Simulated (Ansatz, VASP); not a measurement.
# Two plane-wave programs on NiO

Contents of INCAR:

```
PREC = Accurate ; ENCUT = 700
EDIFF = 1E-6 ; ISMEAR = 0
SIGMA = 0.05 ; LREAL = F
LASPH = T ; NELM = 200
ALGO = Normal ; ISIF = 2
LWAVE = F ; LCHARG = T
ISPIN = 2 ; MAGMOM = 2 -2 0 0
LORBIT = 11 ; LMAXMIX = 4
LDAU = T ; LDAUTYPE = 2
LDAUL = 2 -1 ; LDAUU = 6.2 0
LDAUJ = 0 0 ; LDAUPRINT = 1
GGA = PE ; LELF = T
LVHAR = T ; NBANDS = 36
GGA_COMPAT = F
```

KPOINTS

```
Automatic mesh
0
Gamma
  5 5 3
```

File POSCAR:

```
NiO
1.0
    0.0000000000      2.1337902789     -2.1337902789
    0.0000000000      2.1337902789      2.1337902789
    4.2675805578      0.0000000000      0.0000000000
Ni O
2 2
Direct
    0.0000000000      0.0000000000      0.0000000000
    0.5000000000      0.5000000000      0.5000000000
    0.0000000000      1.0000000000      0.5000000000
    0.5000000000      1.5000000000      1.0000000000
```

Input for Ansatz:

```yaml
crystal:
  lattice:
    - [0.0, 2.1337902789, -2.1337902789]
    - [0.0, 2.1337902789, 2.1337902789]
    - [4.2675805578, 0.0, 0.0]
  atoms:
    - { symbol: Ni, position: [0.0, 0.0, 0.0], spin: 2.0 }
    - { symbol: O, position: [0.0, 1.0, 0.5] }
    - { symbol: Ni, position: [0.5, 0.5, 0.5], spin: -2.0 }
    - { symbol: O, position: [0.5, 1.5, 1.0] }
basis:
  ecutwfc: 420
  ecutrho_ratio: 4
kpoints:
  mp_grid: { grid: [5, 5, 3] }
hamiltonian:
  xc: pbe
  hubbard: { sites: [{ species: Ni, l: d, u_eff: 6.2 }] }
scf:
  occupations: { method: gaussian, width: 0.05 }
output:
  forces: true
  stress: true
  eigenvalues: true
  populations: true
  hubbard: { sites: [{ species: Ni, l: d }] }
magnetization:
  spin_polarized: true
```

Alike in both runs: task single point; functional PBE; k mesh 5 × 5 × 3; occupations gaussian, width 0.05 eV; collinear spin; Hubbard terms Ni d U = 6.2 eV.

|  | VASP | Ansatz |
| --- | --- | --- |
| version | VASP 6.6.1 | Ansatz 0.2.0 |
| potentials or method | VASP PAW PBE potentials, release 64 (Ni_sv_GW, O), cutoff 700 eV | scalar-relativistic, plane waves, PAW |
| valence electrons in the cell | 48 | 48 |

Ansatz gave:

| Item | Value |
| --- | --- |
| gap on the k mesh at the Fermi level (eV) | 2.23 |
| least direct gap on the mesh (eV) | 3.15 |
| pressure (GPa) | 0.2 |
| net moment per atom (μB) | 0.00 |
| size of the moment on the site where the two differ most (μB) | 1.74 |

Question: What did VASP give for the same quantities?

Answer: gap on the k mesh at the Fermi level (eV): 2.28; least direct gap on the mesh (eV): 3.47; pressure (GPa): -2.2; net moment per atom (μB): 0.00; size of the moment on the site where the two differ most (μB): 1.80.

Site moments also hang on the region over which each program counts them. The programs project onto different local orbitals, so the same U acts differently, and such runs can settle in different states.

The k mesh is coarse, so the values compare programs but aren't converged.
